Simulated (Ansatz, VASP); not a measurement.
# PbSe: VASP beside Ansatz

The input INCAR:

```
PREC = Accurate
ENCUT = 520
EDIFF = 1E-7
ISMEAR = 0
SIGMA = 0.01
LREAL = F
LASPH = T
NELM = 60
ALGO = Normal
ISIF = 2
LWAVE = F
LCHARG = F
GGA = PE
NBANDS = 28
```

KPOINTS

```
regular mesh
0
Gamma
  6 6 4
```

POSCAR

```
PbSe
1.0
    5.1012960180      0.0000000000      0.0000000000
   -2.5506480090      4.4178519438      0.0000000000
    0.0000000000      0.0000000000      6.1357068769
Pb Se
2 2
Direct
    0.3333333333      0.6666666667     -0.0648560059
    0.6666666667      0.3333333333      0.4351439941
    0.3333333333      0.6666666667      0.4398560059
    0.6666666667      0.3333333333      0.9398560059
```

Input for Ansatz:

```yaml
crystal:
  lattice:
    - [5.101296018, 0.0, 0.0]
    - [-2.550648009, 4.4178519438, 0.0]
    - [0.0, 0.0, 6.1357068769]
  atoms:
    - { symbol: Pb, position: [0.3333333333, 0.6666666667, -0.0648560059] }
    - { symbol: Pb, position: [0.6666666667, 0.3333333333, 0.4351439941] }
    - { symbol: Se, position: [0.3333333333, 0.6666666667, 0.4398560059] }
    - { symbol: Se, position: [0.6666666667, 0.3333333333, 0.9398560059] }
kpoints:
  mp_grid: { grid: [6, 6, 4] }
hamiltonian:
  xc: pbe
scf:
  occupations: { method: fixed }
  n_extra_bands: 5
output:
  forces: true
  stress: true
  eigenvalues: true
```

Alike in both runs: task single point; functional PBE; k mesh 6 × 6 × 4; no spin polarisation.

```csv
,VASP,Ansatz
version,VASP 6.6.1,Ansatz 0.2.0
potentials or method,"VASP PAW PBE potentials, release 64 (Pb_d, Se)","plane waves, PAW"
plane-wave cutoff (eV),520,420
occupations,"gaussian, width 0.01 eV",fixed
valence electrons in the cell,40,60
```

```csv
,VASP,Ansatz,Ansatz less VASP
gap on the k mesh at the Fermi level (eV),1.10,1.10,-0.003
pressure (GPa),2.6,2.6,+0.01
"traceless stress, the component that is largest in VASP (GPa)",0.10,0.10,+0.002
rms of the force components (eV/Å),0.011,0.011,-0.0004
```

Atom by atom the forces differ by 0.000 eV/Å (rms over components). VASP's potentials hold 40 valence electrons a cell and Ansatz's 60, so a difference there can come from the potentials and not from the codes.

Neither program's run includes spin-orbit coupling.
